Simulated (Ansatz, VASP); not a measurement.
One calculation of GeSbTe3, two programs

```xyz
5
Lattice="3.4903 0.0000 0.0000 0.0000 5.0252 0.0000 0.0000 0.0000 8.8089" Properties=species:S:1:pos:R:3 pbc="T T T"
Ge    0.0000    2.5126    0.0000
Sb    1.7451    0.0000    0.0000
Te    1.7451    0.0000    2.9674
Te    1.7451    0.0000    5.8415
Te    0.0000    2.5126    4.4044
```

Alike in both runs: functional PBE; k mesh 4 × 4 × 2; occupations gaussian, width 0.1 eV; no spin polarisation.

Ansatz relaxed the structure, and its values are those at the end. VASP's run is a single point on that final structure, the one shown.

```csv
,VASP,Ansatz
version,VASP 6.6.1,Ansatz 0.2.0
potentials or method,"VASP PAW PBE potentials, release 64 (Ge_d, Sb, Te), cutoff 520 eV","scalar-relativistic, plane waves, PAW"
valence electrons in the cell,37,77
```

```tsv
	VASP	Ansatz	Ansatz less VASP
gap on the k mesh at the Fermi level (eV)	none	none	-
pressure (GPa)	0.0	0.1	+0.06
```

A gap of «none» marks a metal or a gap that the smearing closes. The functional is the same, so the differences come from potentials, cutoffs and numerics. VASP's potentials hold 37 valence electrons a cell and Ansatz's 77, so a difference there can come from the potentials and not from the codes.

The k mesh is coarse, so the values compare programs but aren't converged. Spin-orbit coupling is off throughout.
